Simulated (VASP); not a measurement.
# C (Fd-3m) in VASP: further runs

The runs below take C through single point, with r2SCAN, r2SCAN+D4, r2SCAN+D3(BJ).

All numbers are computed with VASP 6.6.1; they aren't measurements. Logs are shortened: lines on timing, memory, paths and dates and some standing lists are left out, and cuts for length are marked.

### Step 1. The cell of the first run

The structure is cubic, space group Fd-3m (No. 227). The conventional cell has a = 3.567 Å, b = 3.567 Å, c = 3.567 Å, α = 90.00°, β = 90.00°, γ = 90.00°. C (site symmetry -43m) has 4 C at 1.54 Å within 2.1 Å.

### Step 2. Single point, r2SCAN

Input file POSCAR:

```
C
1.0
    0.0000000000      1.7833700000      1.7833700000
    1.7833700000      0.0000000000      1.7833700000
    1.7833700000      1.7833700000      0.0000000000
C
2
Direct
    0.7500000000      0.7500000000      0.7500000000
    0.5000000000      0.5000000000      0.5000000000
```

Input file INCAR.step1:

```
PREC = Accurate
ENCUT = 1430
ISMEAR = 0
SIGMA = 0.05
LREAL = False
LASPH = True
NELM = 120
NBANDS = 11
GGA = PE
ALGO = Normal
EDIFF = 1E-5
LWAVE = True
LCHARG = False
GGA_COMPAT = False
```

Input file INCAR.step2:

```
PREC = Accurate
ENCUT = 1430
EDIFF = 1E-6
ISMEAR = 0
SIGMA = 0.05
LREAL = False
LASPH = True
NELM = 120
ALGO = Normal
ISIF = 2
LWAVE = False
LCHARG = False
METAGGA = R2SCAN
LMIXTAU = True
NBANDS = 11
ISTART = 1
GGA_COMPAT = False
```

Input file KPOINTS:

```
regular mesh
0
Gamma
  11 11 11
```

Potentials or basis: VASP PAW PBE potentials, release 64 (C_h).

On the command line:

```sh
$ cat potpaw_PBE.64/C_h/POTCAR > POTCAR
$ cp INCAR.step1 INCAR
$ mpirun -np 1 vasp_std > vasp.out
$ cp INCAR.step2 INCAR
$ mpirun -np 1 vasp_std > vasp.out
```

OUTCAR:

```text
PREC = Accurate
   ENCUT = 1430
   EDIFF = 1E-6
   ISMEAR = 0
   LREAL = False
   LASPH = True
   NELM = 120
   ISIF = 2
   METAGGA = R2SCAN
   ISTART = 1

 ion  position               nearest neighbor table
   1  0.750  0.750  0.750-
   2  0.500  0.500  0.500-

  LATTYP: Found a face centered cubic cell.
 ALAT       =     3.5667400000

  Lattice vectors:

 A1 = (   0.0000000000,   1.7833700000,   1.7833700000)
 A2 = (   1.7833700000,   0.0000000000,   1.7833700000)
 A3 = (   1.7833700000,   1.7833700000,   0.0000000000)

Analysis of symmetry for initial positions (statically):
=====================================================================
 Subroutine PRICEL returns:
 Original cell was already a primitive cell.

 Routine SETGRP: Setting up the symmetry group for a
 face centered cubic supercell.

 Subroutine GETGRP returns: Found 48 space group operations
 (whereof 24 operations were pure point group operations)
 out of a pool of 48 trial point group operations.

The static configuration has the point symmetry T_d .
 The point group associated with its full space group is O_h .

Analysis of symmetry for dynamics (positions and initial velocities):
=====================================================================
 Subroutine PRICEL returns:
 Original cell was already a primitive cell.

 Routine SETGRP: Setting up the symmetry group for a
 face centered cubic supercell.

 Subroutine GETGRP returns: Found 48 space group operations
 (whereof 24 operations were pure point group operations)
 out of a pool of 48 trial point group operations.

The dynamic configuration has the point symmetry T_d .
 The point group associated with its full space group is O_h .

 Subroutine INISYM returns: Found 48 space group operations
 (whereof 24 operations are pure point group operations),
 and found     1 'primitive' translations

----------------------------------------------------------------------------------------

                                     Primitive cell

  volume of cell :      11.3437

  direct lattice vectors                    reciprocal lattice vectors
     0.000000000  1.783370000  1.783370000    -0.280368067  0.280368067  0.280368067
     1.783370000  0.000000000  1.783370000     0.280368067 -0.280368067  0.280368067
     1.783370000  1.783370000  0.000000000     0.280368067  0.280368067 -0.280368067

  length of vectors
     2.522066041  2.522066041  2.522066041     0.485611737  0.485611737  0.485611737

  position of ions in fractional coordinates (direct lattice)
     0.750000000  0.750000000  0.750000000
     0.500000000  0.500000000  0.500000000

  ion indices of the primitive-cell ions
   primitive index   ion index
                 1           1
                 2           2

----------------------------------------------------------------------------------------

 KPOINTS: regular mesh

Automatic generation of k-mesh.
 Grid dimensions read from file:
 generate k-points for:   11   11   11

 Generating k-lattice:

  Cartesian coordinates                     Fractional coordinates (reciprocal lattice)
    -0.025488006  0.025488006  0.025488006     0.090909091  0.000000000  0.000000000
     0.025488006 -0.025488006  0.025488006     0.000000000  0.090909091  0.000000000
     0.025488006  0.025488006 -0.025488006     0.000000000  0.000000000  0.090909091

  Length of vectors
     0.044146522  0.044146522  0.044146522

  Shift w.r.t. Gamma in fractional coordinates (k-lattice)
     0.000000000  0.000000000  0.000000000

 Subroutine IBZKPT returns following result:
 ===========================================

 Found     56 irreducible k-points:

 Following reciprocal coordinates:
            Coordinates               Weight
  0.000000  0.000000  0.000000      1.000000
  0.090909  0.000000  0.000000      8.000000
  0.181818  0.000000  0.000000      8.000000
  0.272727  0.000000  0.000000      8.000000
  0.363636  0.000000  0.000000      8.000000
  0.454545  0.000000  0.000000      8.000000
[... 16 lines left out ...]
 -0.272727  0.181818  0.000000     24.000000
 -0.181818  0.181818  0.000000     12.000000
 [... further k-points ...]
   k-points           NKPTS =     56   k-points in BZ     NKDIM =     56   number of bands    NBANDS=     11
   number of dos      NEDOS =    301   number of ions     NIONS =      2
   total plane-waves  NPLWV =  32768
   dimension x,y,z NGX =    32 NGY =   32 NGZ =   32
   dimension x,y,z NGXF=    64 NGYF=   64 NGZF=   64
   ions per type =               2
   NGX,Y,Z   is equivalent  to a cutoff of  21.09, 21.09, 21.09 a.u.
   NGXF,Y,Z  is equivalent  to a cutoff of  42.19, 42.19, 42.19 a.u.
 SYSTEM =  unknown system
   PREC   = accura    normal or accurate (medium, high low for compatibility)
   ISTART =      1    job   : 0-new  1-cont  2-samecut
   ICHARG =      0    charge: 1-file 2-atom 10-const
   ISPIN  =      1    spin polarized calculation?
   LNONCOLLINEAR =      F non collinear calculations
   LSORBIT =      F    spin-orbit coupling
   LASPH  =      T    aspherical Exc in radial PAW
   ENCUT  = 1430.0 eV 105.10 Ry   10.25 a.u.   7.78  7.78  7.78*2*pi/ulx,y,z
   NELM   =    120;   NELMIN=  2; NELMDL=  0     # of ELM steps
   EDIFF  = 0.1E-05   stopping-criterion for ELM
   LREAL  =      F    real-space projection
   EDIFFG = 0.1E-04   stopping-criterion for IOM
   NSW    =      0    number of steps for IOM
   IBRION =     -1    ionic relax: 0-MD 1-quasi-New 2-CG
   NFREE  =      0    steps in history (QN), initial steepest desc. (CG)
   ISIF   =      2    stress and relaxation
   ISYM   =      2    0-nonsym 1-usesym 2-fastsym
   POTIM  = 0.5000    time-step for ionic-motion
   TEBEG  =    0.0;   TEEND  =   0.0 temperature during run
   PSTRESS=    0.0 pullay stress
   NELECT =       8.0000    total number of electrons
   NUPDOWN=      -1.0000    fix difference up-down
   EMIN   =  10.00;   EMAX   =-10.00  energy-range for DOS
   EFERMI =   0.00;   METHOD = LEGACY
   ISMEAR =     0;   SIGMA  =   0.05  broadening in eV -4-tet -1-fermi 0-gaus
   EFERMI_NEDOS =   21; number of points for ismear=-14 and -15
   IALGO  =     38    algorithm
   IMIX   =      4    mixing-type and parameters
     AMIX     =   0.40;   BMIX     =  1.00
     AMIX_MAG =   1.60;   BMIX_MAG =  1.00
  volume/ion in A,a.u.               =       5.67        38.28
  Fermi-wavevector in a.u.,A,eV,Ry     =   1.457203  2.753714 28.891161  2.123440
  Thomas-Fermi vector in A             =   2.574032
   LORBIT       =      0    0 simple, 1 ext, 2 COOP (PROOUT), +10 PAW based schemes
   METAGGA = R2SCAN    functional components
   LHFCALC =     F    Hartree Fock is set to
   AEXX    =    0.0000 exact exchange contribution
   IVDW    =     0    specifies the selected vdW correction
   LEPSILON=     F    determine dielectric tensor
   LRPA    =     F    only Hartree local field effects (RPA)
 non-spin polarized calculation
 Gauss-broadening in eV      SIGMA  =   0.05
  energy-cutoff  :     1430.00
  volume of cell :       11.34
 maximum number of plane-waves:      1411
   NGX = 15   NGY = 15   NGZ = 15

 number of electron       8.0000000 magnetization

 Free energy of the ion-electron system (eV)
  ---------------------------------------------------
  ext. energy  EPLUGINS =         0.00000000
  ---------------------------------------------------
  free energy    TOTEN  =       -19.72198440 eV

  energy without entropy =      -19.72198440  energy(sigma->0) =      -19.72198440

 E-fermi :  11.2183     XC(G=0): -14.2699

 val. band max:       10.9076858359   @ k =   0.0000   0.0000   0.0000
 cond. band min:      15.2580024994   @ k =   0.3636   0.3636   0.0000
 fundamental gap:      4.3503166635
 Fermi energy:        11.2183096309

 k-point     1 :       0.0000    0.0000    0.0000
  band No.  band energies     occupation
      1     -11.7615      2.00000
      2      10.9077      2.00000
      3      10.9077      2.00000
      4      10.9077      2.00000
      5      16.7867      0.00000
      6      16.7867      0.00000
      7      16.7867      0.00000
      8      24.7596      0.00000
      9      31.3071      0.00000
     10      38.2597      0.00000
     11      38.2597      0.00000

 k-point     2 :       0.0909    0.0000    0.0000
  band No.  band energies     occupation
      1     -11.5226      2.00000
      2       9.3857      2.00000
      3      10.5071      2.00000
      4      10.5071      2.00000
      5      17.3141      0.00000
      6      17.3141      0.00000
      7      17.6568      0.00000
      8      25.0018      0.00000
      9      31.7120      0.00000
     10      36.0405      0.00000
     11      36.0405      0.00000

 k-point     3 :       0.1818    0.0000    0.0000
  band No.  band energies     occupation
      1     -10.8098      2.00000
      2       6.3756      2.00000
      3       9.6772      2.00000
      4       9.6772      2.00000
      5      18.4002      0.00000
      6      18.4002      0.00000
      7      18.8437      0.00000
      8      25.6894      0.00000
      9      32.4882      0.00000
     10      34.4223      0.00000
     11      34.4223      0.00000

 k-point     4 :       0.2727    0.0000    0.0000
  band No.  band energies     occupation
      1      -9.6374      2.00000
      2       3.1067      2.00000
      3       8.8717      2.00000
      4       8.8717      2.00000
      5      19.3075      0.00000
      6      19.3075      0.00000
      7      19.5534      0.00000
      8      26.5921      0.00000
      9      32.8652      0.00000
     10      34.3153      0.00000
     11      34.3153      0.00000

 k-point     5 :       0.3636    0.0000    0.0000
  band No.  band energies     occupation
      1      -8.0487      2.00000
      2       0.0021      2.00000
      3       8.2836      2.00000
      4       8.2836      2.00000
      5      19.7245      0.00000
      6      19.7245      0.00000
      7      19.9013      0.00000
      8      27.3059      0.00000
      9      33.1999      0.00000
     10      35.7112      0.00000
     11      35.7112      0.00000
[... 211 lines left out ...]
 k-point    21 :      -0.4545    0.1818    0.0000
  band No.  band energies     occupation
      1      -5.1167      2.00000
      2      -2.3153      2.00000
      3       4.9372      2.00000
      4       6.7228      2.00000
      5      18.4252      0.00000
      6      22.3426      0.00000
      7      23.0752      0.00000
      8      26.5972      0.00000
      9      31.4879      0.00000
     10      36.6422      0.00000
     11      37.4992      0.00000

 k-point    22 :      -0.3636    0.1818    0.0000
  band No.  band energies     occupation
      1      -6.0639      2.00000
      2      -1.1088      2.00000
      3       4.5236      2.00000
      4       7.3426      2.00000
      5      19.0162      0.00000
      6      21.6122      0.00000
      7      22.9779      0.00000
      8      27.1247      0.00000
      9      31.3254      0.00000
     10      34.4986      0.00000
     11      37.1070      0.00000

 k-point    23 :      -0.2727    0.1818    0.0000
  band No.  band energies     occupation
      1      -7.8092      2.00000
      2       1.5751      2.00000
      3       4.5208      2.00000
      4       8.2197      2.00000
      5      19.6563      0.00000
      6      20.5981      0.00000
      7      22.5744      0.00000
      8      25.8365      0.00000
      9      32.3767      0.00000
     10      32.6242      0.00000
     11      36.7106      0.00000

 k-point    24 :      -0.1818    0.1818    0.0000
  band No.  band energies     occupation
      1      -9.2484      2.00000
      2       4.2023      2.00000
      3       5.2605      2.00000
      4       9.1660      2.00000
      5      19.3457      0.00000
      6      19.9978      0.00000
      7      21.3327      0.00000
      8      25.3027      0.00000
      9      31.7093      0.00000
     10      33.2909      0.00000
     11      35.7288      0.00000

 [... further k-points ...]

------------------------ aborting loop because EDIFF is reached ----------------------------------------

  FORCE on cell =-STRESS in cart. coord.  units (eV):
  Direction    XX          YY          ZZ          XY          YZ          ZX
  --------------------------------------------------------------------------------------
  -------------------------------------------------------------------------------------
  Total       -0.2158833     -0.2158833     -0.2158833      0.0000000      0.0000000      0.0000000
  in kB      -30.4912531    -30.4912531    -30.4912531      0.0000000      0.0000000      0.0000000
  external PRESSURE =     -30.4912531 kB  Pullay stress =       0.0000000 kB

 VOLUME and BASIS-vectors are now :
 -----------------------------------------------------------------------------
  energy-cutoff  :     1430.00
  volume of cell :       11.34
      direct lattice vectors                 reciprocal lattice vectors
     0.000000000  1.783370000  1.783370000    -0.280368067  0.280368067  0.280368067
     1.783370000  0.000000000  1.783370000     0.280368067 -0.280368067  0.280368067
     1.783370000  1.783370000  0.000000000     0.280368067  0.280368067 -0.280368067

 POSITION                                       TOTAL-FORCE (eV/Angst)
 -----------------------------------------------------------------------------------
      2.67505      2.67505      2.67505        -0.000000     -0.000000     -0.000000
      1.78337      1.78337      1.78337         0.000000      0.000000      0.000000
 -----------------------------------------------------------------------------------
    total drift:                               -0.000000     -0.000000      0.000000

  FREE ENERGIE OF THE ION-ELECTRON SYSTEM (eV)
  ---------------------------------------------------
  free  energy   TOTEN  =       -19.7219844011 eV

  energy  without entropy=      -19.7219844011  energy(sigma->0) =      -19.72198440
```

Wall time 43 s (1 thread of Intel Xeon Platinum 8488C (Sapphire Rapids), shared host); peak memory 0.18 GiB.

What came out:

- Free energy: -19.7220 eV
- Pressure: -3.0 GPa
- Band gap on the k mesh: 4.35 eV (least direct gap 5.88 eV)

Levels at points of the mesh, in eV from the valence-band top:
| k point | band 2 | band 3 | band 4 | band 5 | band 6 | band 7 |
| --- | --- | --- | --- | --- | --- | --- |
| (0.00, 0.00, 0.00) | 0.00 | 0.00 | 0.00 | 5.88 | 5.88 | 5.88 |

Caveat: the cell stands under tension; the PAW data sets were made with another functional, which shifts forces and pressure a little; an odd mesh through Γ misses points on the zone boundary, where band edges can lie. r2SCAN opens gaps a little over a GGA but as a rule still falls short of measured ones.

### Step 3. Single point, r2SCAN+D4

POSCAR is that of step 2.

Input file INCAR.step1:

```
ALGO = Normal
EDIFF = 1E-5
ENCUT = 1430
GGA = PE
GGA_COMPAT = False
ISMEAR = -1
LASPH = True
LCHARG = False
LREAL = False
LWAVE = True
NBANDS = 11
NELM = 120
PREC = Accurate
SIGMA = 0.05
```

Input file INCAR.step2:

```
ALGO = Normal
EDIFF = 1E-6
ENCUT = 1430
GGA_COMPAT = False
ISIF = 2
ISMEAR = -1
ISTART = 1
IVDW = 13
LASPH = True
LCHARG = False
LMIXTAU = True
LREAL = False
LWAVE = False
METAGGA = R2SCAN
NBANDS = 11
NELM = 120
PREC = Accurate
SIGMA = 0.05
VDW_A1 = 0.51559235
VDW_A2 = 5.77342911
VDW_S6 = 1.0
VDW_S8 = 0.6018749
```

Input file KPOINTS:

```
k-points
0
Gamma
  13 13 13
```

Potentials or basis: VASP PAW PBE potentials, release 64 (C_h).

On the command line:

```sh
$ cat potpaw_PBE.64/C_h/POTCAR > POTCAR
$ cp INCAR.step1 INCAR
$ mpirun -np 1 vasp_std > vasp.out
$ cp INCAR.step2 INCAR
$ mpirun -np 1 vasp_std > vasp.out
```

It took 2.1 min on 1 thread of AMD EPYC 7R13 (Zen 3), shared host; peak memory 0.16 GiB.

The run converged. Its results:

| Quantity | Value |
| --- | --- |
| Free energy | -19.8985 eV |
| Pressure | -5.2 GPa |
| Band gap on the k mesh | 4.37 eV (least direct gap 5.88 eV) |
| Dispersion energy per atom | -0.088 eV |

Levels at points of the mesh, in eV from the valence-band top:
| k point | band 1 | band 2 | band 3 | band 4 | band 5 | band 6 | band 7 | band 8 | band 9 |
| --- | --- | --- | --- | --- | --- | --- | --- | --- | --- |
| (0.00, 0.00, 0.00) | -22.67 | 0.00 | 0.00 | 0.00 | 5.88 | 5.88 | 5.88 | 13.85 | 20.40 |

Caveat: the cell stands under tension; the PAW data sets were made with another functional, which shifts forces and pressure a little; an odd mesh through Γ misses points on the zone boundary, where band edges can lie. r2SCAN opens gaps a little over a GGA but as a rule still falls short of measured ones.

### Step 4. Single point, r2SCAN+D3(BJ)

POSCAR is that of step 3.

Input file INCAR.step1:

```
PREC = Accurate ; ENCUT = 1430
ISMEAR = -1 ; SIGMA = 0.05
LREAL = False ; LASPH = True
NELM = 120 ; NBANDS = 11
GGA = PE ; ALGO = Normal
EDIFF = 1E-5 ; LWAVE = True
LCHARG = False ; GGA_COMPAT = False
```

Input file INCAR.step2:

```
PREC = Accurate ; ENCUT = 1430
EDIFF = 1E-6 ; ISMEAR = -1
SIGMA = 0.05 ; LREAL = False
LASPH = True ; NELM = 120
ALGO = Normal ; ISIF = 2
LWAVE = False ; LCHARG = False
METAGGA = R2SCAN ; LMIXTAU = True
IVDW = 12 ; VDW_S6 = 1.0
VDW_S8 = 0.78981345 ; VDW_A1 = 0.49484001
VDW_A2 = 5.73083694 ; NBANDS = 11
ISTART = 1 ; GGA_COMPAT = False
```

Input file KPOINTS:

```
regular mesh
0
Gamma
  13 13 13
```

On the command line:

```sh
$ cat potpaw_PBE.64/C_h/POTCAR > POTCAR
$ cp INCAR.step1 INCAR
$ mpirun -np 1 vasp_std > vasp.out
$ cp INCAR.step2 INCAR
$ mpirun -np 1 vasp_std > vasp.out
```

It took 77 s on 1 thread of AMD EPYC 9R45 (Zen 5), shared host; peak memory 0.17 GiB.

Results (log left out):

| Property | Result |
| --- | --- |
| Free energy | -19.9020 eV |
| Pressure | -5.6 GPa |
| Band gap on the k mesh | 4.37 eV (least direct gap 5.88 eV) |
| Dispersion energy per atom | -0.090 eV |

Levels at points of the mesh, in eV from the valence-band top:
```tsv
k point	band 2	band 3	band 4	band 5	band 6	band 7
(0.00, 0.00, 0.00)	0.00	0.00	0.00	5.88	5.88	5.88
```

Caveat: the cell stands under tension; the PAW data sets were made with another functional, which shifts forces and pressure a little; an odd mesh through Γ misses points on the zone boundary, where band edges can lie. r2SCAN opens gaps a little over a GGA but as a rule still falls short of measured ones.

### Step 5. Overview

| level | k mesh | smearing | gap on the mesh (eV) | pressure (GPa) |
| --- | --- | --- | --- | --- |
| r2SCAN | 11 × 11 × 11 | gaussian 0.05 eV | 4.35 | -3.0 |
| r2SCAN+D4 | 13 × 13 × 13 | fermi-dirac 0.05 eV | 4.37 | -5.2 |
| r2SCAN+D3(BJ) | 13 × 13 × 13 | fermi-dirac 0.05 eV | 4.37 | -5.6 |

Alike in all rows: task single point; potentials or basis VASP PAW PBE potentials, release 64 (C_h); no spin polarisation; cell as given; cutoff (eV) 1430.

On the cell as given the gap runs from 4.35 eV (r2SCAN) to 4.37 eV (r2SCAN+D4); the meshes differ, which moves gaps too. The pressure there spans -5.6 GPa (r2SCAN+D3(BJ)) to -3.0 GPa (r2SCAN); a positive pressure means that this level wants a larger cell, a negative one a smaller.

Caveats: the cell stands under tension; the PAW data sets were made with another functional, which shifts forces and pressure a little; an odd mesh through Γ misses points on the zone boundary, where band edges can lie.

Total energies depend on the potentials used, so only differences within one code and one set of settings carry meaning.
